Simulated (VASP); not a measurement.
A run of VASP 6.6.1 is set up as follows.

INCAR

```
  ALGO = Normal
  EDIFF = 1E-6
  ENCUT = 520
  GGA = PS
  ISIF = 2
  ISMEAR = -1
  LASPH = True
  LCHARG = True
  LELF = True
  LREAL = False
  LVHAR = True
  LWAVE = False
  NBANDS = 25
  NELM = 60
  PREC = Accurate
  SIGMA = 0.1
```

Contents of KPOINTS:

```
k-points
0
Gamma
  8 8 12
```

POSCAR

```
Cd
1.0
    5.0644193850      0.0000000000      0.0000000000
   -2.5322096925      4.3859158428      0.0000000000
    0.0000000000      0.0000000000      3.0325645382
Cd
3
Direct
    1.0000000000      0.0000000000      0.0000000000
    0.3333333333      0.6666666667      0.5000000000
    0.6666666667      0.3333333333      0.5000000000
```

Potentials or basis: VASP PAW PBE potentials, release 64 (Cd).

Command:

```sh
$ cat potpaw_PBE.64/Cd/POTCAR > POTCAR
$ mpirun -np 1 vasp_std > vasp.out
```

(1) What does it give for the band gap on the k mesh?

(2) Predict the pressure.

Results:

(1) zero (band 18 reaches 5.94 eV, above the bottom of band 19 at 1.42 eV).

(2) -1.6 GPa.

Caveat: the PAW data sets were made with another functional, which shifts forces and pressure a little.
